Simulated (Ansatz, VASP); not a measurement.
## Sn2Pb: VASP beside Ansatz

The input INCAR:

```
PREC = Accurate
ENCUT = 600
EDIFF = 1E-7
ISMEAR = 0
SIGMA = 0.2
LREAL = F
LASPH = T
NELM = 60
ALGO = Normal
ISIF = 3
LWAVE = F
LCHARG = F
GGA = PE
IBRION = 2
NSW = 36
EDIFFG = -0.08
```

File KPOINTS:

```
Automatic mesh
0
Gamma
  6 6 3
```

The input POSCAR:

```
Sn2Pb
1.0
    3.6815180700      0.0000000000      0.0000000000
   -1.8407590400      3.1882881700      0.0000000000
    0.0000000000      0.0000000000      7.8231656500
Sn Pb
2 1
Direct
    0.0000000000      0.0000000000      0.2694311700
    0.0000000000      0.0000000000      0.7438638400
    0.0000000000      0.0000000000      0.0061057400
```

Input for Ansatz:

```yaml
crystal:
  lattice:
    - [3.68151807, 0.0, 0.0]
    - [-1.84075904, 3.18828817, 0.0]
    - [0.0, 0.0, 7.82316565]
  atoms:
    - { symbol: Sn, position: [0.0, 0.0, 0.26943117] }
    - { symbol: Sn, position: [0.0, 0.0, 0.74386384] }
    - { symbol: Pb, position: [0.0, 0.0, 0.00610574] }
basis:
  ecutwfc: 420
kpoints:
  mp_grid: { grid: [6, 6, 3] }
hamiltonian:
  xc: pbe
scf:
  occupations: { method: gaussian, width: 0.2 }
  lower_state_search: "off"
output:
  forces: true
  stress: true
  eigenvalues: true
relax:
  adjacent_minimum: "off"
  f_tol: 0.08
  max_steps: 16
  cell: { stress_tol: 0.8 }
```

Alike in both runs: task relaxation of cell and atoms; functional PBE; k mesh 6 × 6 × 3; occupations gaussian, width 0.2 eV; no spin polarisation.

|  | VASP | Ansatz |
| --- | --- | --- |
| version | VASP 6.6.1 | Ansatz 0.2.0 |
| potentials or method | VASP PAW PBE potentials, release 64 (Sn_d, Pb_d), cutoff 600 eV | scalar-relativistic, plane waves, PAW |
| valence electrons in the cell | 42 | 42 |

VASP gave:

```
gap on the k mesh at the Fermi level, each at its own relaxed structure (eV) : none
relaxed volume (Å³/atom)                                                     : 30.16
relaxed cell length with the largest relative difference (Å)                 : 3.283
```

Task: Estimate Ansatz's values.

Result: gap on the k mesh at the Fermi level, each at its own relaxed structure (eV): none; relaxed volume (Å³/atom): 29.99; relaxed cell length with the largest relative difference (Å): 3.274.

A gap of «none» marks a metal or a gap that the smearing closes.

Spin-orbit coupling is off throughout. Noted on VASP's run: too few bands were computed for a metal, which touches its energy and stress.
